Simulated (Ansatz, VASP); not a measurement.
Two plane-wave programs on Si

The input INCAR:

```
SYSTEM = Si
ALGO = Normal ; EDIFF = 1E-8
ENCUT = 520 ; GGA = CA
ISIF = 2 ; ISMEAR = -1
LASPH = .TRUE. ; LCHARG = .FALSE.
LEFG = .TRUE. ; LREAL = .FALSE.
LWAVE = .FALSE. ; NBANDS = 11
NELM = 60 ; PREC = Accurate
SIGMA = 0.08
```

File KPOINTS:

```
k-points
0
G
  12 12 12
  0 0 0
```

The input POSCAR:

```
Si
1.0
    0.0000000000      2.7154700000      2.7154700000
    2.7154700000      0.0000000000      2.7154700000
    2.7154700000      2.7154700000      0.0000000000
Si
2
Direct
    0.5000000000      0.5000000000      0.5000000000
    0.7500000000      0.7500000000      0.7500000000
```

Input for Ansatz:

```yaml
crystal:
  lattice:
    - [0.0, 2.71547, 2.71547]
    - [2.71547, 0.0, 2.71547]
    - [2.71547, 2.71547, 0.0]
  atoms:
    - { symbol: Si, position: [0.5, 0.5, 0.5] }
    - { symbol: Si, position: [0.75, 0.75, 0.75] }
kpoints:
  mp_grid: { grid: [12, 12, 12] }
  band_path:
    path:
      - [0.0, 0.0, 0.0]
      - [0.5, 0.0, 0.5]
      - [0.625, 0.25, 0.625]
      - [0.375, 0.375, 0.75]
      - [0.0, 0.0, 0.0]
      - [0.5, 0.5, 0.5]
      - [0.5, 0.25, 0.75]
      - [0.5, 0.0, 0.5]
    npoints: 14
scf:
  occupations: { method: fermi_dirac, width: 0.08 }
hamiltonian:
  xc: lda
  pseudopotentials: { kind: paw }
output:
  forces: true
  stress: true
  eigenvalues: true
  efg: { contact_densities: true }
  populations: true
  bader: true
  dos: { projected: true, de: 0.2, e_range: [-14, 8] }
  write_density: true
  write_potential: true
  elf: true
  volumetric_format: npy
```

Alike in both runs: task electric field gradients; functional LDA; k mesh 12 × 12 × 12; occupations fermi-dirac, width 0.08 eV; no spin polarisation.

|  | VASP | Ansatz |
| --- | --- | --- |
| version | VASP 6.6.1 | Ansatz 0.2.0 |
| potentials or method | VASP PAW LDA potentials, release 64 (Si) | PAW with Ansatz's default frozen-core files, scalar-relativistic |
| plane-wave cutoff (eV) | 520 | 420 |
| valence electrons in the cell | 8 | 8 |

```tsv
	VASP	Ansatz	Ansatz less VASP
pressure (GPa)	-1.5	-1.5	-0.04
```

LDA's correlation is that of Perdew and Zunger in VASP and of Perdew and Wang (1992) in Ansatz.
